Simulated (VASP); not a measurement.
Input of a VASP 6.6.1 run:

The input INCAR:

```
SYSTEM = Al2PO
ALGO     = Normal         ! electronic algorithm
EDIFF    = 1E-7           ! SCF threshold, eV
ENCUT    = 520            ! plane-wave cutoff, eV
GGA      = PE             ! functional
ISIF     = 2              ! what is computed and relaxed
ISMEAR   = 0              ! smearing method
LASPH    = .TRUE.         ! aspherical terms in the spheres
LCHARG   = .TRUE.         ! write CHGCAR
LELF     = .TRUE.         ! ELF
LREAL    = .FALSE.        ! projectors in reciprocal space
LVHAR    = .TRUE.       
LWAVE    = .FALSE.        ! write WAVECAR
NBANDS   = 16             ! bands
NELM     = 80             ! most SCF steps
PREC     = Accurate       ! precision mode
SIGMA    = 0.1            ! smearing width, eV
```

KPOINTS

```
k-points
0
G
  6 6 4
  0 0 0
```

File POSCAR:

```
Al2PO
1.0
    3.3813318324      0.0000000030      0.0000000000
   -1.6906659188      2.9283192640      0.0000000000
    0.0000000000      0.0000000000      5.5638195916
Al P O
2 1 1
Direct
    0.6666666667      0.3333333333      0.2389867760
    0.6666666667      0.3333333333      0.7610132240
    0.3333333333      0.6666666667      0.5000000000
    0.0000000000      0.0000000000      0.0000000000
```

Potentials or basis: VASP PAW PBE potentials, release 64 (Al, P, O).

Launch:

```bash
$ cat potpaw_PBE.64/Al/POTCAR potpaw_PBE.64/P/POTCAR potpaw_PBE.64/O/POTCAR > POTCAR
$ mpirun -np 1 vasp_std > vasp.out
```

Estimate the largest force.

0.012 eV/Å.

Estimate the pressure.

0.0 GPa.

Forces on the atoms (eV/Å):
```
Al   0.000  0.000  0.012
Al   0.000  0.000 -0.012
P    0.000  0.000  0.000
O    0.000  0.000  0.000
```

Caveat: an odd number of electrons without spin polarisation forces a metal; a magnetic or distorted state may lie lower.
